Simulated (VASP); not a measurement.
# FeGe (P6/mmm) in VASP: notebook, part 2 of 2

VASP 6.6.1. The steps go on from the part before.

### 3 Single point, LDA, collinear spin, ferromagnetic start

This run uses another cell than the first one, of 14.24 Å³/atom, 1.021 times its volume.

INCAR

```
PREC     = Accurate       # precision mode
ENCUT    = 520            # plane-wave cutoff, eV
EDIFF    = 1E-6           # SCF threshold, eV
ISMEAR   = -1             # smearing method
SIGMA    = 0.05           # smearing width, eV
LREAL    = F              # projectors in reciprocal space
LASPH    = T              # aspherical terms in the spheres
NELM     = 150            # most SCF steps
ALGO     = Normal         # electronic algorithm
ISIF     = 2              # what is computed and relaxed
LWAVE    = F              # write WAVECAR
LCHARG   = F              # write CHGCAR
ISPIN    = 2              # spin polarisation
MAGMOM   = 0 0 0 3 3 3    # initial moments
LORBIT   = 11             # projections on sites
LMAXMIX  = 4              # l up to which the mixer works
NBANDS   = 46             # bands
```

KPOINTS

```
regular mesh
0
Gamma
  6 6 7
```

POSCAR

```
FeGe
1.0
    4.9300588893      0.0000000000      0.0000000000
   -2.4650294447      4.2695562403      0.0000000000
    0.0000000000      0.0000000000      4.0601361346
Ge Fe
3 3
Direct
    0.6666666667      0.3333333333      0.5000000000
    0.3333333333      0.6666666667      0.5000000000
    0.0000000000      0.0000000000      0.0000000000
    0.0000000000      0.5000000000      0.0000000000
    0.5000000000      0.5000000000      0.0000000000
    0.5000000000      0.0000000000      0.0000000000
```

Potentials or basis: VASP PAW LDA potentials, release 64 (Ge_d, Fe).

Command:

```
> cat potpaw_LDA.64/Ge_d/POTCAR potpaw_LDA.64/Fe/POTCAR > POTCAR
> mpirun -np 1 vasp_std > vasp.out
```

OUTCAR:

```text
PREC = Accurate
   ENCUT = 520
   EDIFF = 1E-6
   ISMEAR = -1
   LREAL = F
   LASPH = T
   NELM = 150
   ISIF = 2
   ISPIN = 2
   LORBIT = 11

 ion  position               nearest neighbor table
   1  0.667  0.333  0.500-   4 2.48   4 2.48   6 2.48   6 2.48   5 2.48   5 2.48   2 2.85   2 2.85
                             2 2.85
   2  0.333  0.667  0.500-   4 2.48   4 2.48   6 2.48   6 2.48   5 2.48   5 2.48   1 2.85   1 2.85
                             1 2.85
   3  0.000  0.000  0.000-   5 2.47   5 2.47   6 2.47   6 2.47   4 2.47   4 2.47
   4  0.000  0.500  0.000-   6 2.47   6 2.47   5 2.47   5 2.47   3 2.47   3 2.47   2 2.48   2 2.48
                             1 2.48   1 2.48
   5  0.500  0.500  0.000-   3 2.47   3 2.47   4 2.47   4 2.47   6 2.47   6 2.47   2 2.48   2 2.48
                             1 2.48   1 2.48
   6  0.500  0.000  0.000-   4 2.47   4 2.47   3 2.47   3 2.47   5 2.47   5 2.47   2 2.48   2 2.48
                             1 2.48   1 2.48

  LATTYP: Found a hexagonal cell.
 ALAT       =     4.9300588893
 C/A-ratio  =     0.8235471879

  Lattice vectors:

 A1 = (   4.9300588893,   0.0000000000,   0.0000000000)
 A2 = (  -2.4650294447,   4.2695562403,   0.0000000000)
 A3 = (   0.0000000000,   0.0000000000,   4.0601361346)

Analysis of symmetry for initial positions (statically):
=====================================================================
 Subroutine PRICEL returns:
 Original cell was already a primitive cell.

 Routine SETGRP: Setting up the symmetry group for a
 hexagonal supercell.

 Subroutine GETGRP returns: Found 24 space group operations
 (whereof 24 operations were pure point group operations)
 out of a pool of 24 trial point group operations.

The static configuration has the point symmetry D_6h.

Analysis of symmetry for dynamics (positions and initial velocities):
=====================================================================
 Subroutine PRICEL returns:
 Original cell was already a primitive cell.

 Routine SETGRP: Setting up the symmetry group for a
 hexagonal supercell.

 Subroutine GETGRP returns: Found 24 space group operations
 (whereof 24 operations were pure point group operations)
 out of a pool of 24 trial point group operations.

The dynamic configuration has the point symmetry D_6h.

Analysis of structural, dynamic, and magnetic symmetry:
=====================================================================
 Subroutine PRICEL returns:
 Original cell was already a primitive cell.

 Routine SETGRP: Setting up the symmetry group for a
 hexagonal supercell.

 Subroutine GETGRP returns: Found 24 space group operations
 (whereof 24 operations were pure point group operations)
 out of a pool of 24 trial point group operations.

The overall configuration has the point symmetry D_6h.

 Subroutine INISYM returns: Found 24 space group operations
 (whereof 24 operations are pure point group operations),
 and found     1 'primitive' translations

----------------------------------------------------------------------------------------

                                     Primitive cell

  volume of cell :      85.4625

  direct lattice vectors                    reciprocal lattice vectors
     4.930058889  0.000000000  0.000000000     0.202837334  0.117108189  0.000000000
    -2.465029445  4.269556240  0.000000000     0.000000000  0.234216378  0.000000000
     0.000000000  0.000000000  4.060136135     0.000000000  0.000000000  0.246297160

  length of vectors
     4.930058889  4.930058889  4.060136135     0.234216378  0.234216378  0.246297160

  position of ions in fractional coordinates (direct lattice)
[... 99 lines left out ...]
   NUPDOWN=      -1.0000    fix difference up-down
   EMIN   =  10.00;   EMAX   =-10.00  energy-range for DOS
   EFERMI =   0.00;   METHOD = LEGACY
   ISMEAR =    -1;   SIGMA  =   0.05  broadening in eV -4-tet -1-fermi 0-gaus
   EFERMI_NEDOS =   21; number of points for ismear=-14 and -15
   IALGO  =     38    algorithm
   IMIX   =      4    mixing-type and parameters
     AMIX     =   0.40;   BMIX     =  1.00
     AMIX_MAG =   1.60;   BMIX_MAG =  1.00
  volume/ion in A,a.u.               =      14.24        96.12
  Fermi-wavevector in a.u.,A,eV,Ry     =   1.501981  2.838332 30.694006  2.255946
  Thomas-Fermi vector in A             =   2.613281
   LORBIT       =     11    0 simple, 1 ext, 2 COOP (PROOUT), +10 PAW based schemes
   GGA     = CA    functional components
   LHFCALC =     F    Hartree Fock is set to
   AEXX    =    0.0000 exact exchange contribution
   IVDW    =     0    specifies the selected vdW correction
   LEPSILON=     F    determine dielectric tensor
   LRPA    =     F    only Hartree local field effects (RPA)
 spin polarized calculation
  energy-cutoff  :      520.00
  volume of cell :       85.46
 maximum number of plane-waves:      2319
 NGX is ok and might be reduce to    40
   NGX = 19   NGY = 19   NGZ = 15

 number of electron      65.9999976 magnetization       3.7579346

 Free energy of the ion-electron system (eV)
  ---------------------------------------------------
  ext. energy  EPLUGINS =         0.00000000
  ---------------------------------------------------
  free energy    TOTEN  =       -44.61301889 eV

  energy without entropy =      -44.56931474  energy(sigma->0) =      -44.59116681

 E-fermi :   6.8271     XC(G=0): -12.4392

 val. band max:        6.8178950190   @ k =   0.1667   0.1667   0.0000
 cond. band min:       6.8305606522   @ k =   0.5000  -0.0000   0.2857
 fundamental gap:      0.0126656332
 Fermi energy:         6.8271065881

 spin component 1

 k-point     1 :       0.0000    0.0000    0.0000
  band No.  band energies     occupation
      1     -18.1563      1.00000
      2     -18.0796      1.00000
      3     -18.0796      1.00000
      4     -18.0027      1.00000
      5     -18.0027      1.00000
      6     -17.9558      1.00000
[... 1141 lines left out ...]
     44      14.8826      0.00000
     45      15.7793      0.00000

 [... further k-points ...]

 spin component 2

 k-point     1 :       0.0000    0.0000    0.0000
  band No.  band energies     occupation
      1     -18.1641      1.00000
      2     -18.0908      1.00000
      3     -18.0908      1.00000
      4     -18.0102      1.00000
      5     -18.0102      1.00000
      6     -17.9676      1.00000
[... 1141 lines left out ...]
     44      15.0962      0.00000
     45      15.9774      0.00000

 [... further k-points ...]

 [bands above 45 left out]

------------------------ aborting loop because EDIFF is reached ----------------------------------------

  FORCE on cell =-STRESS in cart. coord.  units (eV):
  Direction    XX          YY          ZZ          XY          YZ          ZX
  --------------------------------------------------------------------------------------
  -------------------------------------------------------------------------------------
  Total       -4.5827204     -4.5827204     -6.1904767      0.0000000     -0.0000000     -0.0000000
  in kB      -85.9129246    -85.9129246   -116.0537660      0.0000000     -0.0000000     -0.0000000
  external PRESSURE =     -95.9598717 kB  Pullay stress =       0.0000000 kB

 VOLUME and BASIS-vectors are now :
 -----------------------------------------------------------------------------
  energy-cutoff  :      520.00
  volume of cell :       85.46
      direct lattice vectors                 reciprocal lattice vectors
     4.930058889  0.000000000  0.000000000     0.202837334  0.117108189  0.000000000
    -2.465029445  4.269556240  0.000000000     0.000000000  0.234216378  0.000000000
     0.000000000  0.000000000  4.060136135     0.000000000  0.000000000  0.246297160

 POSITION                                       TOTAL-FORCE (eV/Angst)
 -----------------------------------------------------------------------------------
      2.46503      1.42319      2.03007         0.000000      0.000000      0.000000
     -0.00000      2.84637      2.03007        -0.000000      0.000000      0.000000
      0.00000      0.00000      0.00000        -0.000000      0.000000      0.000000
     -1.23251      2.13478      0.00000        -0.000000      0.000000      0.000000
      1.23251      2.13478      0.00000        -0.000000      0.000000      0.000000
      2.46503      0.00000      0.00000        -0.000000      0.000000      0.000000
 -----------------------------------------------------------------------------------
    total drift:                               -0.000000      0.000000     -0.000000

  FREE ENERGIE OF THE ION-ELECTRON SYSTEM (eV)
  ---------------------------------------------------
  free  energy   TOTEN  =       -44.6130188859 eV

  energy  without entropy=      -44.5693147389  energy(sigma->0) =      -44.59116681

 total charge

# of ion       s       p       d       tot
------------------------------------------
    1        1.136   1.201  10.084  12.421
    2        1.136   1.201  10.084  12.421
    3        1.157   1.157  10.063  12.377
    4        0.444   0.574   6.460   7.478
    5        0.444   0.574   6.460   7.478
    6        0.444   0.574   6.460   7.478
--------------------------------------------------
tot          4.760   5.279  49.612  59.652

 magnetization (x)

# of ion       s       p       d       tot
------------------------------------------
    1       -0.006  -0.038   0.001  -0.043
    2       -0.006  -0.038   0.001  -0.043
    3       -0.001  -0.069   0.008  -0.062
    4        0.003   0.004   1.291   1.298
    5        0.003   0.004   1.291   1.298
    6        0.003   0.004   1.291   1.298
--------------------------------------------------
tot         -0.003  -0.134   3.884   3.747
```

Run time: 2.2 min. Hardware: 1 thread of Intel Xeon 6975P-C (Granite Rapids), shared host; peak memory 0.29 GiB.

Results:

| Item | Value |
| --- | --- |
| Free energy | -44.6130 eV |
| Pressure | -9.6 GPa |
| Net moment | 3.76 μB per cell |
| Site moments | Ge -0.04, -0.06; Fe +1.30 μB |
| Valence electrons inside the program's atomic spheres | Ge 12.42, 12.38; Fe 7.48 |
